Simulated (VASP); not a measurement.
Input of a VASP 6.6.1 run:

INCAR

```
PREC = Accurate ; ENCUT = 520
EDIFF = 1E-7 ; ISMEAR = 0
SIGMA = 0.05 ; LREAL = Auto
LASPH = True ; NELM = 100
ALGO = Fast ; ISIF = 2
LWAVE = False ; LCHARG = True
GGA = PE ; LELF = True
LVHAR = True ; NBANDS = 276
```

The input KPOINTS:

```
Automatic mesh
0
Gamma
  3 3 1
```

POSCAR

```
Ta2N
1.0
    9.3385850000      0.0000000000      0.0000000000
   -4.6692920000      8.0874510000      0.0000000000
    0.0000000000      0.0000000000      9.7396820000
Ta N
36 18
Direct
    0.2222220000      0.1111110000      0.3726440000
    0.2222220000      0.1111110000      0.8726440000
    0.2222220000      0.4444440000      0.3726440000
    0.2222220000      0.4444440000      0.8726440000
    0.2222220000      0.7777780000      0.3726440000
    0.2222220000      0.7777780000      0.8726440000
    0.5555560000      0.1111110000      0.3726440000
    0.5555560000      0.1111110000      0.8726440000
    0.5555560000      0.4444440000      0.3726440000
    0.5555560000      0.4444440000      0.8726440000
    0.5555560000      0.7777780000      0.3726440000
    0.5555560000      0.7777780000      0.8726440000
    0.8888890000      0.1111110000      0.3726440000
    0.8888890000      0.1111110000      0.8726440000
    0.8888890000      0.4444440000      0.3726440000
    0.8888890000      0.4444440000      0.8726440000
    0.8888890000      0.7777780000      0.3726440000
    0.8888890000      0.7777780000      0.8726440000
    0.1111110000      0.2222220000      0.1273560000
    0.1111110000      0.2222220000      0.6273560000
    0.1111110000      0.5555560000      0.1273560000
    0.1111110000      0.5555560000      0.6273560000
    0.1111110000      0.8888890000      0.1273560000
    0.1111110000      0.8888890000      0.6273560000
    0.4444440000      0.2222220000      0.1273560000
    0.4444440000      0.2222220000      0.6273560000
    0.4444440000      0.5555560000      0.1273560000
    0.4444440000      0.5555560000      0.6273560000
    0.4444440000      0.8888890000      0.1273560000
    0.4444440000      0.8888890000      0.6273560000
    0.7777780000      0.2222220000      0.1273560000
    0.7777780000      0.2222220000      0.6273560000
    0.7777780000      0.5555560000      0.1273560000
    0.7777780000      0.5555560000      0.6273560000
    0.7777780000      0.8888890000      0.1273560000
    0.7777780000      0.8888890000      0.6273560000
    0.0000000000      0.0000000000      0.0000000000
    0.0000000000      0.0000000000      0.5000000000
    0.0000000000      0.3333330000      0.0000000000
    0.0000000000      0.3333330000      0.5000000000
    0.0000000000      0.6666670000      0.0000000000
    0.0000000000      0.6666670000      0.5000000000
    0.3333330000      0.0000000000      0.0000000000
    0.3333330000      0.0000000000      0.5000000000
    0.3333330000      0.3333330000      0.0000000000
    0.3333330000      0.3333330000      0.5000000000
    0.3333330000      0.6666670000      0.0000000000
    0.3333330000      0.6666670000      0.5000000000
    0.6666670000      0.0000000000      0.0000000000
    0.6666670000      0.0000000000      0.5000000000
    0.6666670000      0.3333330000      0.0000000000
    0.6666670000      0.3333330000      0.5000000000
    0.6666670000      0.6666670000      0.0000000000
    0.6666670000      0.6666670000      0.5000000000
```

Potentials or basis: VASP PAW PBE potentials, release 64 (Ta_pv, N).

The run is started by

```sh
$ cat potpaw_PBE.64/Ta_pv/POTCAR potpaw_PBE.64/N/POTCAR > POTCAR
$ mpirun -np 1 vasp_std > vasp.out
```

(1) Predict the pressure.

(2) What does it give for the largest force?

Results:

(1) -1.0 GPa.

(2) 0.151 eV/Å.

Caveat: the k points lie up to 0.65 Å⁻¹ apart, too coarse for converged energies and pressures of a metal.
